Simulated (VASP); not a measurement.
# Sb (P-1) in VASP: a series of runs, part 2 of 2

VASP 6.6.1. The steps go on from the part before.

**3. Single point, PBE**

This run uses another cell than the first one, of 22.60 Å³/atom, 0.995 times its volume.

Input file INCAR:

```
SYSTEM = Sb
PREC = Accurate
ENCUT = 520
EDIFF = 1E-7
ISMEAR = -1
SIGMA = 0.1
LREAL = .FALSE.
LASPH = .TRUE.
NELM = 60
ALGO = Normal
ISIF = 2
LWAVE = .FALSE.
LCHARG = .FALSE.
GGA = PE
NBANDS = 8
```

Input file KPOINTS:

```
regular mesh
0
G
  7 8 8
  0 0 0
```

Input file POSCAR:

```
Sb
1.0
   -1.7607655705      1.8171113466      1.9143687086
    1.6846827994     -1.7357573903      1.7569419645
    1.7723362215      1.7473280413     -1.8330147522
Sb
1
Direct
    0.0000000000      0.0000000000      0.0000000000
```

Potentials or basis: VASP PAW PBE potentials, release 64 (Sb).

Launch:

```console
> cat potpaw_PBE.64/Sb/POTCAR > POTCAR
> mpirun -np 1 vasp_std > vasp.out
```

Run time: 43 s. Hardware: 1 thread of Intel Xeon 8259CL, shared host; peak memory 0.16 GiB.

It converged, with:

* Free energy: -3.6785 eV
* Pressure: 17.3 GPa

Stress tensor (GPa, compression positive):
```
20.15 -1.46  0.15
-1.46 17.57 -1.68
 0.15 -1.68 14.21
```

Levels at points of the mesh, in eV from the Fermi level:
```csv
k point,band 1,band 2,band 3,band 4,band 5,band 6
"(0.00, 0.00, 0.00)",-14.49,6.04,6.77,7.59,10.33,10.89
"(0.00, 0.50, 0.00)",-8.86,-6.81,1.58,4.07,6.40,7.19
"(0.00, 0.00, 0.50)",-9.15,-6.82,1.31,4.06,5.72,7.54
"(0.00, 0.50, 0.50)",-9.08,-6.90,2.01,4.68,6.89,7.70
```

Caveat: spin-orbit coupling is left out, which moves the levels of the heavy elements.

**4. Single point, PBE**

This run uses another cell than the first one, of 22.82 Å³/atom, 1.005 times its volume.

Input file INCAR:

```
SYSTEM = Sb
  PREC = Accurate
  ENCUT = 520
  EDIFF = 1E-6
  ISMEAR = -1
  SIGMA = 0.1
  LREAL = .False.
  LASPH = .True.
  NELM = 60
  ALGO = Normal
  ISIF = 2
  LWAVE = .False.
  LCHARG = .False.
  GGA = PE
  NBANDS = 8
```

Input file KPOINTS:

```
regular mesh
0
Gamma
  7 8 8
  0 0 0
```

Input file POSCAR:

```
Sb
1.0
   -1.7666446310      1.8231785414      1.9207606382
    1.6903078255     -1.7415529504      1.7628082583
    1.7782539156      1.7531622350     -1.8391350472
Sb
1
Direct
    0.0000000000      0.0000000000      0.0000000000
```

Potentials or basis: VASP PAW PBE potentials, release 64 (Sb).

Launch:

```console
> cat potpaw_PBE.64/Sb/POTCAR > POTCAR
> mpirun -np 1 vasp_std > vasp.out
```

OUTCAR:

```text
SYSTEM = Sb
   PREC = Accurate
   ENCUT = 520
   EDIFF = 1E-6
   ISMEAR = -1
   LREAL = .False.
   LASPH = .True.
   NELM = 60
   ISIF = 2
   GGA = PE

 ion  position               nearest neighbor table
   1  0.000  0.000  0.000-

  LATTYP: Found a triclinic cell.
 ALAT       =     4.9525830007
 B/A-ratio  =     0.6056650985
 C/A-ratio  =     1.0600355432
 COS(alpha) =     0.0099928631
 COS(beta)  =     0.5270428159
 COS(gamma) =     0.8030806992

  Lattice vectors:

 A1 = (  -3.3922249356,  -0.0932348756,  -3.6072421076)
 A2 = (  -1.6903078255,   1.7415529504,  -1.7628082583)
 A3 = (   0.0647275209,  -3.6579663674,  -3.7651944875)

Analysis of symmetry for initial positions (statically):
=====================================================================
 Subroutine PRICEL returns:
 Original cell was already a primitive cell.

 Routine SETGRP: Setting up the symmetry group for a
 triclinic supercell.

 Subroutine GETGRP returns: Found  2 space group operations
[... 156 lines left out ...]
  ext. energy  EPLUGINS =         0.00000000
  ---------------------------------------------------
  free energy    TOTEN  =        -3.70206766 eV

  energy without entropy =       -3.68078444  energy(sigma->0) =       -3.69142605

 E-fermi :  10.8927     XC(G=0): -10.9671

 val. band max:       10.8915229529   @ k =   0.2857   0.1250   0.2500
 cond. band min:      10.8962347941   @ k =   0.2857   0.1250   0.3750
 fundamental gap:      0.0047118412
 Fermi energy:        10.8926604401

 k-point     1 :       0.0000    0.0000    0.0000
  band No.  band energies     occupation
      1      -3.4964      2.00000
      2      16.8537      0.00000
      3      17.5762      0.00000
      4      18.3870      0.00000
      5      21.1850      0.00000
      6      21.7397      0.00000
      7      22.3254      0.00000
      8      22.5961      0.00000
[... 243 lines left out ...]
 k-point    24 :      -0.2857    0.3750    0.0000
  band No.  band energies     occupation
      1      -0.5060      2.00000
      2       8.1123      2.00000
      3      12.6685      0.00000
      4      14.5588      0.00000
      5      18.1035      0.00000
      6      19.1702      0.00000
      7      22.7432      0.00000
      8      26.1375      0.00000

 [... further k-points ...]
[... 5 lines left out ...]
  --------------------------------------------------------------------------------------
  -------------------------------------------------------------------------------------
  Total        2.6725300      2.3151198      1.8589686     -0.1945885     -0.2213262      0.0146332
  in kB      187.5987975    162.5103160    130.4906877    -13.6591781    -15.5360374      1.0271830
  external PRESSURE =     160.1999337 kB  Pullay stress =       0.0000000 kB

 VOLUME and BASIS-vectors are now :
 -----------------------------------------------------------------------------
  energy-cutoff  :      520.00
  volume of cell :       22.82
      direct lattice vectors                 reciprocal lattice vectors
    -1.766644631  1.823178541  1.920760638     0.004927237  0.273539329  0.265516500
     1.690307825 -1.741552950  1.762808258     0.294440093 -0.007294852  0.277739359
     1.778253916  1.753162235 -1.839135047     0.287366320  0.278687610 -0.000220279

 POSITION                                       TOTAL-FORCE (eV/Angst)
 -----------------------------------------------------------------------------------
      0.00000      0.00000      0.00000         0.000000      0.000000     -0.000000
 -----------------------------------------------------------------------------------
    total drift:                                0.000000      0.000000      0.000000

  FREE ENERGIE OF THE ION-ELECTRON SYSTEM (eV)
  ---------------------------------------------------
  free  energy   TOTEN  =        -3.7020676622 eV

  energy  without entropy=       -3.6807844442  energy(sigma->0) =       -3.69142605
```

OSZICAR:

```text
N       E                     dE             d eps       ncg     rms          rms(c)
DAV:   1     0.542708791610E+01    0.54271E+01   -0.17277E+03  3664   0.416E+02
DAV:   2    -0.360872950821E+01   -0.90358E+01   -0.87074E+01  5056   0.544E+01
DAV:   3    -0.370623937221E+01   -0.97510E-01   -0.96912E-01  4528   0.621E+00
DAV:   4    -0.370645911969E+01   -0.21975E-03   -0.21974E-03  5304   0.344E-01
DAV:   5    -0.370645957768E+01   -0.45799E-06   -0.45697E-06  4712   0.110E-02    0.241E+00
DAV:   6    -0.370370713101E+01    0.27524E-02   -0.77387E-04  4808   0.164E-01    0.142E+00
DAV:   7    -0.370206002294E+01    0.16471E-02   -0.18753E-03  4160   0.249E-01    0.521E-02
DAV:   8    -0.370206751078E+01   -0.74878E-05   -0.39329E-05  5456   0.475E-02    0.715E-03
DAV:   9    -0.370206766222E+01   -0.15144E-06   -0.47998E-07  4192   0.528E-03
   1 F= -.37020677E+01 E0= -.36914261E+01  d E =-.212832E-01
```

stdout:

```text
POSCAR found type information on POSCAR Sb
 POSCAR found :  1 types and       1 ions
 scaLAPACK will be used
 LDA part: xc-table for (Slater+PW92), standard interpolation
 POSCAR, INCAR and KPOINTS ok, starting setup
 FFT: planning ... GRIDC
 FFT: planning ... GRID_SOFT
 FFT: planning ... GRID
 WAVECAR not read
 entering main loop
```

Run time: 39 s. Hardware: 1 thread of Intel Xeon 8259CL, shared host; peak memory 0.16 GiB.

Results:

```yaml
Free_energy: -3.7021 eV
Pressure: 16.0 GPa
```

Caveat: spin-orbit coupling is left out, which moves the levels of the heavy elements.

**5. Summary**

```csv
cell,gap on the mesh (eV),pressure (GPa)
"a = 3.178, b = 2.995, c = 3.096 Å, angles 110.7, 110.6, 106.9°, 1 atom",none,16.7
"a = 3.173, b = 2.990, c = 3.091 Å, angles 110.7, 110.6, 106.9°, 1 atom",none,17.3
"a = 3.183, b = 3.000, c = 3.101 Å, angles 110.7, 110.6, 106.9°, 1 atom",none,16.0
```

Alike in all rows: task single point; level PBE; potentials or basis VASP PAW PBE potentials, release 64 (Sb); no spin polarisation; k mesh 7 × 8 × 8; cutoff (eV) 520; smearing fermi-dirac 0.1 eV.

Caveats: spin-orbit coupling is left out, which moves the levels of the heavy elements.

Absolute energies hang on the potentials; compare differences alone.
